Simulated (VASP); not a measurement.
# Ba (Cmcm) in VASP: single point with PBE

Aim: the single point of Ba with PBE.

All numbers are computed with VASP 6.6.1; they aren't measurements. Logs are shortened: lines on timing, memory, paths and dates and some standing lists are left out, and cuts for length are marked.

## Step 1: The cell of the first run

It takes space group Cmcm (No. 63, orthorhombic). The conventional cell has a = 4.409 Å, b = 7.998 Å, c = 7.431 Å, α = 90.00°, β = 90.00°, γ = 90.00°. Ba (site symmetry m2m) has 12 Ba at 4.41 to 4.61 Å within 5.8 Å.

## Step 2: Single point, PBE

INCAR

```
ALGO = Normal
EDIFF = 1E-6
ENCUT = 520
GGA = PE
ISIF = 2
ISMEAR = -1
LASPH = T
LCHARG = T
LELF = T
LREAL = F
LVHAR = T
LWAVE = F
NBANDS = 17
NELM = 80
PREC = Accurate
SIGMA = 0.03
```

KPOINTS

```
k-points
0
Gamma
  11 11 6
```

POSCAR

```
Ba
1.0
    2.2043193500     -3.9988569750      0.0000000000
    2.2043193500      3.9988569750      0.0000000000
    0.0000000000      0.0000000000      7.4305148100
Ba
2
Direct
    0.6495962400      0.3504037600      0.2500000000
    0.3504037600      0.6495962400      0.7500000000
```

Potentials or basis: VASP PAW PBE potentials, release 64 (Ba_sv).

Run with:

```bash
$ cat potpaw_PBE.64/Ba_sv/POTCAR > POTCAR
$ mpirun -np 1 vasp_std > vasp.out
```

OUTCAR:

```text
EDIFF = 1E-6
   ENCUT = 520
   GGA = PE
   ISIF = 2
   ISMEAR = -1
   LASPH = T
   LREAL = F
   NELM = 80
   PREC = Accurate

 ion  position               nearest neighbor table
   1  0.650  0.350  0.250-   2 4.42   2 4.42   2 4.61   2 4.61   2 4.61   2 4.61
   2  0.350  0.650  0.750-   1 4.42   1 4.42   1 4.61   1 4.61   1 4.61   1 4.61

  LATTYP: Found a base centered orthorhombic cell.
 ALAT       =     4.4086387000
 B/A-ratio  =     1.8141005635
 C/A-ratio  =     1.6854442642

  Lattice vectors:

 A1 = (   2.2043193500,  -3.9988569750,   0.0000000000)
 A2 = (   2.2043193500,   3.9988569750,   0.0000000000)
 A3 = (   0.0000000000,   0.0000000000,   7.4305148100)

Analysis of symmetry for initial positions (statically):
=====================================================================
 Subroutine PRICEL returns:
 Original cell was already a primitive cell.

 Routine SETGRP: Setting up the symmetry group for a
 base centered orthorhombic supercell.

 Subroutine GETGRP returns: Found  8 space group operations
 (whereof  4 operations were pure point group operations)
 out of a pool of  8 trial point group operations.

The static configuration has the point symmetry C_2h.
 The point group associated with its full space group is D_2h.

Analysis of symmetry for dynamics (positions and initial velocities):
=====================================================================
 Subroutine PRICEL returns:
 Original cell was already a primitive cell.

 Routine SETGRP: Setting up the symmetry group for a
 base centered orthorhombic supercell.

 Subroutine GETGRP returns: Found  8 space group operations
 (whereof  4 operations were pure point group operations)
 out of a pool of  8 trial point group operations.

The dynamic configuration has the point symmetry C_2h.
 The point group associated with its full space group is D_2h.

 Subroutine INISYM returns: Found  8 space group operations
 (whereof  4 operations are pure point group operations),
 and found     1 'primitive' translations

----------------------------------------------------------------------------------------

                                     Primitive cell

  volume of cell :     130.9964

  direct lattice vectors                    reciprocal lattice vectors
     2.204319350 -3.998856975  0.000000000     0.226827388 -0.125035730  0.000000000
     2.204319350  3.998856975  0.000000000     0.226827388  0.125035730  0.000000000
[... 78 lines left out ...]
   ICHARG =      2    charge: 1-file 2-atom 10-const
   ISPIN  =      1    spin polarized calculation?
   LNONCOLLINEAR =      F non collinear calculations
   LSORBIT =      F    spin-orbit coupling
   LASPH  =      T    aspherical Exc in radial PAW
   ENCUT  =  520.0 eV  38.22 Ry    6.18 a.u.   8.49  8.49 13.82*2*pi/ulx,y,z
   NELM   =     80;   NELMIN=  2; NELMDL= -5     # of ELM steps
   EDIFF  = 0.1E-05   stopping-criterion for ELM
   LREAL  =      F    real-space projection
   EDIFFG = 0.1E-04   stopping-criterion for IOM
   NSW    =      0    number of steps for IOM
   IBRION =     -1    ionic relax: 0-MD 1-quasi-New 2-CG
   NFREE  =      0    steps in history (QN), initial steepest desc. (CG)
   ISIF   =      2    stress and relaxation
   ISYM   =      2    0-nonsym 1-usesym 2-fastsym
   POTIM  = 0.5000    time-step for ionic-motion
   TEBEG  =    0.0;   TEEND  =   0.0 temperature during run
   PSTRESS=    0.0 pullay stress
   NELECT =      20.0000    total number of electrons
   NUPDOWN=      -1.0000    fix difference up-down
   EMIN   =  10.00;   EMAX   =-10.00  energy-range for DOS
   EFERMI =   0.00;   METHOD = LEGACY
   ISMEAR =    -1;   SIGMA  =   0.03  broadening in eV -4-tet -1-fermi 0-gaus
   EFERMI_NEDOS =   21; number of points for ismear=-14 and -15
   IALGO  =     38    algorithm
   IMIX   =      4    mixing-type and parameters
     AMIX     =   0.40;   BMIX     =  1.00
     AMIX_MAG =   1.60;   BMIX_MAG =  1.00
  volume/ion in A,a.u.               =      65.50       442.00
  Fermi-wavevector in a.u.,A,eV,Ry     =   0.874981  1.653473 10.416498  0.765591
  Thomas-Fermi vector in A             =   1.994588
   LORBIT       =      0    0 simple, 1 ext, 2 COOP (PROOUT), +10 PAW based schemes
   GGA     = PE    functional components
[... 5 lines left out ...]
 non-spin polarized calculation
  energy-cutoff  :      520.00
  volume of cell :      131.00
 maximum number of plane-waves:      3548
 NGX is ok and might be reduce to    36
   NGX = 17   NGY = 17   NGZ = 27

 number of electron      19.9999999 magnetization

 Free energy of the ion-electron system (eV)
  ---------------------------------------------------
  ext. energy  EPLUGINS =         0.00000000
  ---------------------------------------------------
  free energy    TOTEN  =        -3.78780392 eV

  energy without entropy =       -3.77851186  energy(sigma->0) =       -3.78315789

 E-fermi :   1.5364     XC(G=0):  -7.2850

 val. band max:        1.5317263835   @ k =   0.3636   0.0909   0.1667
 cond. band min:       1.5413108655   @ k =   0.4545   0.2727   0.0000
 fundamental gap:      0.0095844820
 Fermi energy:         1.5363950177

 k-point     1 :       0.0000    0.0000    0.0000
  band No.  band energies     occupation
      1     -27.4181      2.00000
      2     -27.3853      2.00000
      3     -12.7914      2.00000
      4     -12.4672      2.00000
      5     -12.4149      2.00000
      6     -12.3967      2.00000
[... 457 lines left out ...]
      4     -12.5508      2.00000
      5     -12.4895      2.00000
      6     -12.4422      2.00000
[... 9 lines left out ...]
     16       4.0103      0.00000
     17       4.0185      0.00000

 [... further k-points ...]

------------------------ aborting loop because EDIFF is reached ----------------------------------------

  FORCE on cell =-STRESS in cart. coord.  units (eV):
  Direction    XX          YY          ZZ          XY          YZ          ZX
  --------------------------------------------------------------------------------------
  -------------------------------------------------------------------------------------
  Total       -0.0957852     -0.2211004     -0.1869224      0.0000000      0.0000000      0.0000000
  in kB       -1.1715202     -2.7042122     -2.2861915      0.0000000      0.0000000      0.0000000
  external PRESSURE =      -2.0539746 kB  Pullay stress =       0.0000000 kB

 VOLUME and BASIS-vectors are now :
 -----------------------------------------------------------------------------
  energy-cutoff  :      520.00
  volume of cell :      131.00
      direct lattice vectors                 reciprocal lattice vectors
     2.204319350 -3.998856975  0.000000000     0.226827388 -0.125035730  0.000000000
     2.204319350  3.998856975  0.000000000     0.226827388  0.125035730  0.000000000
     0.000000000  0.000000000  7.430514810     0.000000000  0.000000000  0.134580177

 POSITION                                       TOTAL-FORCE (eV/Angst)
 -----------------------------------------------------------------------------------
      2.20432     -1.19643      1.85763         0.000000     -0.026839      0.000000
      2.20432      1.19643      5.57289         0.000000      0.026839     -0.000000
 -----------------------------------------------------------------------------------
    total drift:                                0.000000     -0.000000      0.000000

  FREE ENERGIE OF THE ION-ELECTRON SYSTEM (eV)
  ---------------------------------------------------
  free  energy   TOTEN  =        -3.7878039228 eV

  energy  without entropy=       -3.7785118595  energy(sigma->0) =       -3.78315789
```

OSZICAR:

```text
N       E                     dE             d eps       ncg     rms          rms(c)
DAV:   1     0.147800814799E+03    0.14780E+03   -0.81102E+03  4896   0.949E+02
DAV:   2     0.661684920773E+01   -0.14118E+03   -0.13781E+03  7307   0.193E+02
DAV:   3    -0.344015953713E+01   -0.10057E+02   -0.10006E+02  6687   0.560E+01
DAV:   4    -0.378805768367E+01   -0.34790E+00   -0.34765E+00  7725   0.761E+00
DAV:   5    -0.379050474241E+01   -0.24471E-02   -0.24469E-02  6715   0.693E-01    0.220E+00
DAV:   6    -0.378829572817E+01    0.22090E-02   -0.54438E-03  6535   0.663E-01    0.131E+00
DAV:   7    -0.378757538043E+01    0.72035E-03   -0.11545E-02  5765   0.109E+00    0.564E-02
DAV:   8    -0.378777486854E+01   -0.19949E-03   -0.53230E-04  8124   0.115E-01    0.342E-02
DAV:   9    -0.378779961115E+01   -0.24743E-04   -0.13276E-05  6501   0.203E-02    0.914E-03
DAV:  10    -0.378780365198E+01   -0.40408E-05   -0.79142E-06  6420   0.178E-02    0.279E-03
DAV:  11    -0.378780392284E+01   -0.27086E-06   -0.11714E-06  4052   0.814E-03
   1 F= -.37878039E+01 E0= -.37831579E+01  d E =-.929206E-02
```

It took 4.4 min on 1 thread of Oxide Virtual Turin-like, shared host; peak memory 0.4 GiB.

What came out:

```yaml
Free_energy: -3.7878 eV
Pressure: -0.2 GPa
Largest_force: 0.027 eV/Å
Band_gap_on_the_k_mesh: zero (band 10 reaches 1.68 eV, above the bottom of band 11 at 1.31 eV)
```

Forces in eV/Å, atoms in the order of the input:
```
Ba   0.000 -0.027  0.000
Ba   0.000  0.027  0.000
```

Caveat: spin-orbit coupling is left out, which moves the levels of the heavy elements.
